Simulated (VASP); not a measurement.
A run of VASP 6.6.1 is set up as follows.

File INCAR:

```
SYSTEM = SiC
ALGO = Normal ; EDIFF = 1E-7
ENCUT = 520 ; GGA = PE
ISIF = 2 ; ISMEAR = -1
LASPH = .True. ; LCHARG = .False.
LREAL = .False. ; LWAVE = .False.
NBANDS = 16 ; NELM = 100
PREC = Accurate ; SIGMA = 0.02
```

The input KPOINTS:

```
k-points
0
Gamma
  12 12 6
  0 0 0
```

Contents of POSCAR:

```
SiC
1.0
    3.1061098016      0.0000000000      0.0000000000
   -1.5530549008      2.6899699951      0.0000000000
    0.0000000000      0.0000000000      5.0985891719
Si C
2 2
Direct
    0.3333333333      0.6666666667     -0.0004083989
    0.6666666667      0.3333333333      0.4995916011
    0.3333333333      0.6666666667      0.3754083989
    0.6666666667      0.3333333333      0.8754083989
```

Potentials or basis: VASP PAW PBE potentials, release 64 (Si, C).

Launch:

```sh
$ cat potpaw_PBE.64/Si/POTCAR potpaw_PBE.64/C/POTCAR > POTCAR
$ mpirun -np 1 vasp_std > vasp.out
```

Problem. What does it give for the pressure?

Solution. -2.9 GPa.

Problem. What does it give for the band gap on the k mesh?

Solution. 2.33 eV, indirect (least direct gap 3.92 eV).

Forces on the atoms (eV/Å):
```
Si   0.000  0.000 -0.002
Si   0.000  0.000 -0.002
C    0.000  0.000  0.002
C    0.000  0.000  0.002
```

Caveat: the cell differs from its parent crystal (strain +1.0%). A k mesh can miss the band edges.
